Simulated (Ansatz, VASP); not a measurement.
**Zr: VASP beside Ansatz**

```
Zr
1.0
     3.18346    0.00000    0.00000
    -1.59173    2.75695    0.00000
     0.00000    0.00000    5.11758
Zr
2
Direct
  0.33333 0.66667 0.25000
  0.66667 0.33333 0.75000
```

Alike in both runs: functional PBEsol; k mesh 15 × 15 × 8; occupations gaussian, width 0.1 eV; no spin polarisation.

Ansatz relaxed the structure, and its values are those at the end. VASP's run is a single point on that final structure, the one shown.

|  | VASP | Ansatz |
| --- | --- | --- |
| version | VASP 6.6.1 | Ansatz 0.2.0 |
| potentials or method | VASP PAW PBE potentials, release 64 (Zr_sv), cutoff 520 eV | scalar-relativistic, plane waves, PAW |
| valence electrons in the cell | 24 | 24 |

VASP gave:

- gap on the k mesh at the Fermi level (eV): none
- pressure (GPa): 0.1

**Question.** What did Ansatz give for the same quantities?

**Answer.** gap on the k mesh at the Fermi level (eV): none; pressure (GPa): 0.0.

VASP's potentials were made for PBE, not for PBEsol. A gap of «none» marks a metal or a gap that the smearing closes.
